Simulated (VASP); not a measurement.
# GaSb (F-43m) in VASP: further runs

The runs below take GaSb through relaxation of cell and atoms, with r2SCAN.

All numbers are computed with VASP 6.6.1; they aren't measurements. Logs are shortened: lines on timing, memory, paths and dates and some standing lists are left out, and cuts for length are marked.

### Step 1. The cell of the first run

Symmetry: F-43m, No. 216, cubic system. The conventional cell has a = 6.133 Å, b = 6.133 Å, c = 6.133 Å, α = 90.00°, β = 90.00°, γ = 90.00°. Within 3.5 Å of Ga (site symmetry -43m) lie 4 Sb at 2.66 Å. Within 3.5 Å of Sb (site symmetry -43m) lie 4 Ga at 2.66 Å.

### Step 2. Relaxation of cell and atoms, r2SCAN, target pressure 10 GPa, at which the enthalpy is minimised

POSCAR reads:

```
GaSb
1.0
    0.0000000000      3.0664961745      3.0664961745
    3.0664961745      0.0000000000      3.0664961745
    3.0664961745      3.0664961745      0.0000000000
Ga Sb
1 1
Direct
    0.0000000000      0.0000000000      0.0000000000
    0.7500000000      0.7500000000      0.7500000000
```

INCAR.step1 reads:

```
PREC = Accurate
ENCUT = 600
ISMEAR = 0
SIGMA = 0.01
LREAL = F
LASPH = T
NELM = 80
GGA = PE
ALGO = Normal
EDIFF = 1E-4
LWAVE = T
LCHARG = F
```

INCAR.step2 reads:

```
PREC = Accurate
ENCUT = 600
EDIFF = 1E-6
ISMEAR = 0
SIGMA = 0.01
LREAL = F
LASPH = T
NELM = 80
ALGO = Normal
ISIF = 3
LWAVE = F
LCHARG = F
METAGGA = R2SCAN
LMIXTAU = T
IBRION = 2
NSW = 100
EDIFFG = -0.002
PSTRESS = 100.0
ISTART = 1
```

KPOINTS reads:

```
regular mesh
0
Gamma
  8 8 8
```

Potentials or basis: VASP PAW PBE potentials, release 64 (Ga_d, Sb).

On the command line:

```console
$ cat potpaw_PBE.64/Ga_d/POTCAR potpaw_PBE.64/Sb/POTCAR > POTCAR
$ cp INCAR.step1 INCAR
$ mpirun -np 1 vasp_std > vasp.out
$ cp INCAR.step2 INCAR
$ mpirun -np 1 vasp_std > vasp.out
```

OUTCAR:

```text
PREC = Accurate
   ENCUT = 600
   EDIFF = 1E-6
   ISMEAR = 0
   LREAL = F
   LASPH = T
   NELM = 80
   ISIF = 3
   METAGGA = R2SCAN
   IBRION = 2
   NSW = 100
   EDIFFG = -0.002
   PSTRESS = 100.0
   ISTART = 1

 ion  position               nearest neighbor table
   1  0.000  0.000  0.000-   2 2.66   2 2.66   2 2.66   2 2.66
   2  0.750  0.750  0.750-   1 2.66   1 2.66   1 2.66   1 2.66

  LATTYP: Found a face centered cubic cell.
 ALAT       =     6.1329923490

  Lattice vectors:

 A1 = (   0.0000000000,   3.0664961745,   3.0664961745)
 A2 = (   3.0664961745,   0.0000000000,   3.0664961745)
 A3 = (   3.0664961745,   3.0664961745,   0.0000000000)

Analysis of symmetry for initial positions (statically):
=====================================================================
 Subroutine PRICEL returns:
 Original cell was already a primitive cell.

 Routine SETGRP: Setting up the symmetry group for a
 face centered cubic supercell.

 Subroutine GETGRP returns: Found 24 space group operations
 (whereof 24 operations were pure point group operations)
 out of a pool of 48 trial point group operations.

The static configuration has the point symmetry T_d .

Analysis of symmetry for dynamics (positions and initial velocities):
=====================================================================
 Subroutine PRICEL returns:
 Original cell was already a primitive cell.

 Routine SETGRP: Setting up the symmetry group for a
 face centered cubic supercell.

 Subroutine GETGRP returns: Found 24 space group operations
 (whereof 24 operations were pure point group operations)
 out of a pool of 48 trial point group operations.

The dynamic configuration has the point symmetry T_d .

 Subroutine INISYM returns: Found 24 space group operations
 (whereof 24 operations are pure point group operations),
 and found     1 'primitive' translations

----------------------------------------------------------------------------------------

                                     Primitive cell

  volume of cell :      57.6710

  direct lattice vectors                    reciprocal lattice vectors
     0.000000000  3.066496175  3.066496175    -0.163052543  0.163052543  0.163052543
     3.066496175  0.000000000  3.066496175     0.163052543 -0.163052543  0.163052543
     3.066496175  3.066496175  0.000000000     0.163052543  0.163052543 -0.163052543

  length of vectors
     4.336680479  4.336680479  4.336680479     0.282415289  0.282415289  0.282415289

  position of ions in fractional coordinates (direct lattice)
     0.000000000  0.000000000  0.000000000
     0.750000000  0.750000000  0.750000000

  ion indices of the primitive-cell ions
   primitive index   ion index
                 1           1
                 2           2

----------------------------------------------------------------------------------------

 KPOINTS: regular mesh

Automatic generation of k-mesh.
 Grid dimensions read from file:
 generate k-points for:    8    8    8

 Generating k-lattice:

  Cartesian coordinates                     Fractional coordinates (reciprocal lattice)
    -0.020381568  0.020381568  0.020381568     0.125000000  0.000000000  0.000000000
     0.020381568 -0.020381568  0.020381568     0.000000000  0.125000000  0.000000000
     0.020381568  0.020381568 -0.020381568     0.000000000  0.000000000  0.125000000

  Length of vectors
     0.035301911  0.035301911  0.035301911

  Shift w.r.t. Gamma in fractional coordinates (k-lattice)
     0.000000000  0.000000000  0.000000000

 Subroutine IBZKPT returns following result:
 ===========================================

 Found     29 irreducible k-points:

 Following reciprocal coordinates:
            Coordinates               Weight
  0.000000  0.000000  0.000000      1.000000
  0.125000  0.000000  0.000000      8.000000
  0.250000  0.000000  0.000000      8.000000
  0.375000  0.000000  0.000000      8.000000
  0.500000  0.000000  0.000000      4.000000
  0.125000  0.125000  0.000000      6.000000
[... 16 lines left out ...]
  0.500000  0.250000  0.125000     48.000000
 -0.375000  0.250000  0.125000     24.000000
 [... further k-points ...]
   k-points           NKPTS =     29   k-points in BZ     NKDIM =     29   number of bands    NBANDS=     13
   number of dos      NEDOS =    301   number of ions     NIONS =      2
   total plane-waves  NPLWV =  46656
   dimension x,y,z NGX =    36 NGY =   36 NGZ =   36
   dimension x,y,z NGXF=    72 NGYF=   72 NGZF=   72
   ions per type =               1   1
   NGX,Y,Z   is equivalent  to a cutoff of  13.80, 13.80, 13.80 a.u.
   NGXF,Y,Z  is equivalent  to a cutoff of  27.60, 27.60, 27.60 a.u.
 SYSTEM =  unknown system
   PREC   = accura    normal or accurate (medium, high low for compatibility)
   ISTART =      1    job   : 0-new  1-cont  2-samecut
   ICHARG =      0    charge: 1-file 2-atom 10-const
   ISPIN  =      1    spin polarized calculation?
   LNONCOLLINEAR =      F non collinear calculations
   LSORBIT =      F    spin-orbit coupling
   LASPH  =      T    aspherical Exc in radial PAW
   ENCUT  =  600.0 eV  44.10 Ry    6.64 a.u.   8.66  8.66  8.66*2*pi/ulx,y,z
   NELM   =     80;   NELMIN=  2; NELMDL=  0     # of ELM steps
   EDIFF  = 0.1E-05   stopping-criterion for ELM
   LREAL  =      F    real-space projection
   EDIFFG = -.2E-02   stopping-criterion for IOM
   NSW    =    100    number of steps for IOM
   IBRION =      2    ionic relax: 0-MD 1-quasi-New 2-CG
   NFREE  =      1    steps in history (QN), initial steepest desc. (CG)
   ISIF   =      3    stress and relaxation
   ISYM   =      2    0-nonsym 1-usesym 2-fastsym
   POTIM  = 0.5000    time-step for ionic-motion
   TEBEG  =    0.0;   TEEND  =   0.0 temperature during run
   PSTRESS=  100.0 pullay stress
   NELECT =      18.0000    total number of electrons
   NUPDOWN=      -1.0000    fix difference up-down
   EMIN   =  10.00;   EMAX   =-10.00  energy-range for DOS
   EFERMI =   0.00;   METHOD = LEGACY
   ISMEAR =     0;   SIGMA  =   0.01  broadening in eV -4-tet -1-fermi 0-gaus
   EFERMI_NEDOS =   21; number of points for ismear=-14 and -15
   IALGO  =     38    algorithm
   IMIX   =      4    mixing-type and parameters
     AMIX     =   0.40;   BMIX     =  1.00
     AMIX_MAG =   1.60;   BMIX_MAG =  1.00
  volume/ion in A,a.u.               =      28.84       194.59
  Fermi-wavevector in a.u.,A,eV,Ry     =   1.110486  2.098515 16.778433  1.233180
  Thomas-Fermi vector in A             =   2.247039
   LORBIT       =      0    0 simple, 1 ext, 2 COOP (PROOUT), +10 PAW based schemes
   METAGGA = R2SCAN    functional components
   LHFCALC =     F    Hartree Fock is set to
   AEXX    =    0.0000 exact exchange contribution
   IVDW    =     0    specifies the selected vdW correction
   LEPSILON=     F    determine dielectric tensor
   LRPA    =     F    only Hartree local field effects (RPA)
 conjugate gradient relaxation of ions
 non-spin polarized calculation
 Gauss-broadening in eV      SIGMA  =   0.01
  energy-cutoff  :      600.00
  volume of cell :       57.67
 maximum number of plane-waves:      1964
   NGX = 17   NGY = 17   NGZ = 17

--------------------------------------- Ionic step        1  -------------------------------------------

 number of electron      18.0000003 magnetization

 Free energy of the ion-electron system (eV)
  ---------------------------------------------------
  ext. energy  EPLUGINS =         0.00000000
  ---------------------------------------------------
  free energy    TOTEN  =       -37.60151792 eV

  energy without entropy =      -37.60151792  energy(sigma->0) =      -37.60151792

 E-fermi :   4.7285     XC(G=0):  -9.6869

 val. band max:        4.6101646675   @ k =   0.0000   0.0000   0.0000
 cond. band min:       5.0035540651   @ k =   0.0000   0.0000   0.0000
 fundamental gap:      0.3933893976
 Fermi energy:         4.7285136242

 k-point     1 :       0.0000    0.0000    0.0000
  band No.  band energies     occupation
      1     -10.8754      2.00000
      2     -10.8754      2.00000
      3     -10.8754      2.00000
      4     -10.8198      2.00000
      5     -10.8198      2.00000
      6      -7.2687      2.00000
      7       4.6101      2.00000
      8       4.6102      2.00000
      9       4.6102      2.00000
     10       5.0036      0.00000
     11       7.5930      0.00000
     12       7.5931      0.00000
     13       7.5931      0.00000
[... 353 lines left out ...]
 k-point    24 :      -0.3750    0.2500    0.1250
  band No.  band energies     occupation
      1     -10.9100      2.00000
      2     -10.8604      2.00000
      3     -10.8575      2.00000
      4     -10.8230      2.00000
      5     -10.8195      2.00000
      6      -5.1940      2.00000
      7      -1.9108      2.00000
      8       1.4422      2.00000
      9       2.6526      2.00000
     10       7.1806      0.00000
     11       8.3336      0.00000
     12      10.3373      0.00000
     13      11.4656      0.00000

 [... further k-points ...]

------------------------ aborting loop because EDIFF is reached ----------------------------------------

  FORCE on cell =-STRESS in cart. coord.  units (eV):
  Direction    XX          YY          ZZ          XY          YZ          ZX
  --------------------------------------------------------------------------------------
  -------------------------------------------------------------------------------------
  Total        0.0060238      0.0060238      0.0060238     -0.0000000     -0.0000000     -0.0000000
  in kB        0.1673490      0.1673490      0.1673490     -0.0000000     -0.0000000     -0.0000000
  external PRESSURE =     -99.8326510 kB  Pullay stress =     100.0000000 kB
[... 93 lines left out ...]
  FREE ENERGIE OF THE ION-ELECTRON SYSTEM (eV)
  ---------------------------------------------------
  free  energy   TOTEN  =       -37.4114486930 eV

  energy  without entropy=      -37.4114486930  energy(sigma->0) =      -37.41144869

  enthalpy is  TOTEN    =       -34.2567995788 eV   P V=        3.1546491142

[... ionic steps 4 to 7 ...]

--------------------------------------- Ionic step        8  -------------------------------------------

 number of electron      18.0000000 magnetization

------------------------ aborting loop because EDIFF is reached ----------------------------------------

  FORCE on cell =-STRESS in cart. coord.  units (eV):
  Direction    XX          YY          ZZ          XY          YZ          ZX
  --------------------------------------------------------------------------------------
  -------------------------------------------------------------------------------------
  Total        3.1372342      3.1372342      3.1372342     -0.0000000      0.0000000     -0.0000000
  in kB       99.7738466     99.7738466     99.7738466     -0.0000000      0.0000000     -0.0000000
  external PRESSURE =      -0.2261534 kB  Pullay stress =     100.0000000 kB
[... 61 lines left out ...]
  enthalpy is  TOTEN    =       -34.2569957993 eV   P V=        3.1438818440

--------------------------------------- Ionic step       10  -------------------------------------------

 number of electron      18.0000000 magnetization

 Free energy of the ion-electron system (eV)
  ---------------------------------------------------
  ext. energy  EPLUGINS =         0.00000000
  ---------------------------------------------------
  free energy    TOTEN  =       -37.40119187 eV

  energy without entropy =      -37.40119187  energy(sigma->0) =      -37.40119187

 E-fermi :   6.2132     XC(G=0): -10.3292

 val. band max:        6.1122525133   @ k =   0.0000   0.0000   0.0000
 cond. band min:       7.0003253106   @ k =   0.3750   0.3750   0.0000
 fundamental gap:      0.8880727972
 Fermi energy:         6.2131991800

 k-point     1 :       0.0000    0.0000    0.0000
  band No.  band energies     occupation
      1      -9.7004      2.00000
      2      -9.7004      2.00000
      3      -9.7004      2.00000
      4      -9.6189      2.00000
      5      -9.6189      2.00000
      6      -6.8300      2.00000
      7       6.1122      2.00000
      8       6.1123      2.00000
      9       6.1123      2.00000
     10       7.5772      0.00000
     11       9.0215      0.00000
     12       9.0216      0.00000
     13       9.0216      0.00000
[... 353 lines left out ...]
 k-point    24 :      -0.3750    0.2500    0.1250
  band No.  band energies     occupation
      1      -9.7586      2.00000
      2      -9.6766      2.00000
      3      -9.6720      2.00000
      4      -9.6247      2.00000
      5      -9.6192      2.00000
      6      -4.2927      2.00000
      7      -1.0778      2.00000
      8       2.3817      2.00000
      9       3.7320      2.00000
     10       9.0067      0.00000
     11       9.7409      0.00000
     12      12.2279      0.00000
     13      13.4143      0.00000

 [... further k-points ...]

------------------------ aborting loop because EDIFF is reached ----------------------------------------

  FORCE on cell =-STRESS in cart. coord.  units (eV):
  Direction    XX          YY          ZZ          XY          YZ          ZX
  --------------------------------------------------------------------------------------
  -------------------------------------------------------------------------------------
  Total        3.1445902      3.1445902      3.1445902     -0.0000000     -0.0000000      0.0000000
  in kB      100.0124688    100.0124688    100.0124688     -0.0000000     -0.0000000      0.0000000
  external PRESSURE =       0.0124688 kB  Pullay stress =     100.0000000 kB
[... 17 lines left out ...]
  FREE ENERGIE OF THE ION-ELECTRON SYSTEM (eV)
  ---------------------------------------------------
  free  energy   TOTEN  =       -37.4011918666 eV

  energy  without entropy=      -37.4011918666  energy(sigma->0) =      -37.40119187

  enthalpy is  TOTEN    =       -34.2569937395 eV   P V=        3.1441981271

 reached required accuracy - stopping structural energy minimisation
```

Wall time 6.3 min (1 thread of Intel Xeon 6975P-C (Granite Rapids), shared host); peak memory 0.24 GiB.

Results:

```
Free energy                                                : -37.4012 eV
Relaxed volume                                             : 25.19 Å³/atom
Relaxed cell                                               : a = 4.146 Å, b = 4.146 Å, c = 4.146 Å, α = 60.00°, β = 60.00°, γ = 60.00°
Space group after relaxing (to 0.1 Å)                      : F-43m (No. 216)
Energy change on relaxing (the run minimises the enthalpy) : +100.2 meV/atom
Ionic steps                                                : 10
Pressure after relaxing                                    : 10.0 GPa
Band gap on the k mesh                                     : 0.89 eV (least direct gap 1.46 eV)
```

The path:
| step | energy change (eV) | largest force (eV/Å) | pressure (GPa) | volume (Å³) |
| --- | --- | --- | --- | --- |
| 1 | 0.0000 | 0.0000 | 0.02 | 57.67 |
| 2 | 0.9129 | 0.0000 | 27.34 | 43.94 |
| 3 | 0.1901 | 0.0000 | 9.68 | 50.54 |
| 4 | 0.1989 | 0.0000 | 9.95 | 50.40 |
| 5 | 0.2076 | 0.0000 | 10.22 | 50.26 |
| 6 | 0.1935 | 0.0000 | 9.78 | 50.49 |
| 7 | 0.2015 | 0.0000 | 10.04 | 50.36 |
| 8 | 0.2002 | 0.0000 | 9.98 | 50.38 |
| 9 | 0.2006 | 0.0000 | 10.06 | 50.37 |
| 10 | 0.2003 | 0.0000 | 10.00 | 50.38 |

Final structure:
```
Ga Sb
1.0
     0.00000    2.93132    2.93132
     2.93132    0.00000    2.93132
     2.93132    2.93132    0.00000
Ga Sb
1 1
Direct
  0.00000 0.00000 0.00000
  0.75000 0.75000 0.75000
```

Levels at points of the mesh, in eV from the valence-band top:
```tsv
k point	band 5	band 6	band 7	band 8	band 9	band 10	band 11	band 12	band 13
(0.00, 0.00, 0.00)	-15.73	-12.94	0.00	0.00	0.00	1.46	2.91	2.91	2.91
(0.50, 0.00, 0.00)	-15.73	-10.86	-7.32	-1.45	-1.45	1.00	3.98	3.98	6.83
(0.50, 0.50, 0.00)	-15.73	-9.76	-7.72	-3.21	-3.21	0.94	1.21	10.15	10.15
```

Caveat: the cell is relaxed towards a set pressure, so the run minimises the enthalpy, not the energy; the PAW data sets were made with another functional, which shifts forces and pressure a little; spin-orbit coupling is left out, which moves the levels of the heavy elements.

### Step 3. Relaxation of cell and atoms, r2SCAN, target pressure 15 GPa, at which the enthalpy is minimised

POSCAR is that of step 2.

INCAR.step1 reads:

```
SYSTEM = GaSb
  PREC = Accurate
  ENCUT = 600
  ISMEAR = 0
  SIGMA = 0.01
  LREAL = .FALSE.
  LASPH = .TRUE.
  NELM = 100
  GGA = PE
  ALGO = Normal
  EDIFF = 1E-4
  LWAVE = .TRUE.
  LCHARG = .FALSE.
```

INCAR.step2 reads:

```
SYSTEM = GaSb
  PREC = Accurate
  ENCUT = 600
  EDIFF = 1E-6
  ISMEAR = 0
  SIGMA = 0.01
  LREAL = .FALSE.
  LASPH = .TRUE.
  NELM = 100
  ALGO = Normal
  ISIF = 3
  LWAVE = .FALSE.
  LCHARG = .FALSE.
  METAGGA = R2SCAN
  LMIXTAU = .TRUE.
  IBRION = 2
  NSW = 100
  EDIFFG = -0.002
  PSTRESS = 150.0
  ISTART = 1
```

KPOINTS reads:

```
regular mesh
0
G
  8 8 8
  0 0 0
```

Potentials or basis: VASP PAW PBE potentials, release 64 (Ga_d, Sb).

On the command line:

```console
$ cat potpaw_PBE.64/Ga_d/POTCAR potpaw_PBE.64/Sb/POTCAR > POTCAR
$ cp INCAR.step1 INCAR
$ mpirun -np 1 vasp_std > vasp.out
$ cp INCAR.step2 INCAR
$ mpirun -np 1 vasp_std > vasp.out
```

It took 5 min on 1 thread of Intel Xeon 6975P-C (Granite Rapids), shared host; peak memory 0.24 GiB.

The run converged. Its results:

| Property | Result |
| --- | --- |
| Free energy | -37.2224 eV |
| Relaxed volume | 24.03 Å³/atom |
| Relaxed cell | a = 4.081 Å, b = 4.081 Å, c = 4.081 Å, α = 60.00°, β = 60.00°, γ = 60.00° |
| Space group after relaxing (to 0.1 Å) | F-43m (No. 216) |
| Energy change on relaxing (the run minimises the enthalpy) | +189.6 meV/atom |
| Ionic steps | 8 |
| Pressure after relaxing | 15.0 GPa |
| Band gap on the k mesh | 0.79 eV (least direct gap 1.86 eV) |

The path:
```csv
step,energy change (eV),largest force (eV/Å),pressure (GPa),volume (Å³)
1,0.0000,0.0000,0.02,57.67
2,2.4432,0.0000,58.03,37.96
3,0.3338,0.0000,13.81,48.57
4,0.3687,0.0000,14.75,48.18
5,0.3853,0.0000,15.16,48.00
6,0.3710,0.0000,14.79,48.15
7,0.3801,0.0000,15.02,48.05
8,0.3791,0.0000,15.01,48.06
```

Final structure:
```yaml
crystal:
  lattice:
    - [0.00000, 2.88575, 2.88575]
    - [2.88575, 0.00000, 2.88575]
    - [2.88575, 2.88575, 0.00000]
  atoms:
    - { symbol: Ga, position: [0.00000, 0.00000, 0.00000] }
    - { symbol: Sb, position: [0.75000, 0.75000, 0.75000] }
```

Levels at points of the mesh, in eV from the valence-band top:
```
           k point  band 5  band 6  band 7  band 8  band 9  band 10  band 11  band 12  band 13
(0.00, 0.00, 0.00)  -15.87  -13.36    0.00    0.00    0.00     1.86     2.87     2.87     2.87
(0.50, 0.00, 0.00)  -15.87  -11.12   -7.64   -1.55   -1.55     1.12     3.95     3.95     6.77
(0.50, 0.50, 0.00)  -15.86   -9.95   -8.00   -3.42   -3.42     0.86     1.10    10.48    10.48
```

Caveat: the cell is relaxed towards a set pressure, so the run minimises the enthalpy, not the energy; the volume moved by over 15 % at a fixed basis, so the end points are rough; semilocal functionals underestimate gaps, and a narrow one can read as zero; the PAW data sets were made with another functional, which shifts forces and pressure a little; spin-orbit coupling is left out, which moves the levels of the heavy elements. A k mesh can miss the band edges.
